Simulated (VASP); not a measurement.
Input of a VASP 6.6.1 run:

The input INCAR:

```
SYSTEM = Mg
  PREC = Accurate
  ENCUT = 520
  EDIFF = 1E-7
  ISMEAR = 0
  SIGMA = 0.05
  LREAL = .False.
  LASPH = .True.
  NELM = 100
  ALGO = Fast
  ISIF = 2
  LWAVE = .False.
  LCHARG = .False.
  GGA = CA
  NBANDS = 7
```

The input KPOINTS:

```
Automatic mesh
0
Gamma
  10 10 10
  0 0 0
```

File POSCAR:

```
Mg
1.0
    0.0000000000      2.2442560000      2.2442560000
    2.2442560000      0.0000000000      2.2442560000
    2.2442560000      2.2442560000      0.0000000000
Mg
1
Direct
    0.0000000000      0.0000000000      0.0000000000
```

Potentials or basis: VASP PAW LDA potentials, release 64 (Mg).

Command:

```sh
$ cat potpaw_LDA.64/Mg/POTCAR > POTCAR
$ mpirun -np 1 vasp_std > vasp.out
```

(1) What does it give for the band gap on the k mesh?

(2) What does it give for the pressure?

## Answers

(1) zero (band 1 reaches 3.39 eV, above the bottom of band 2 at 1.22 eV).

(2) -1.7 GPa.
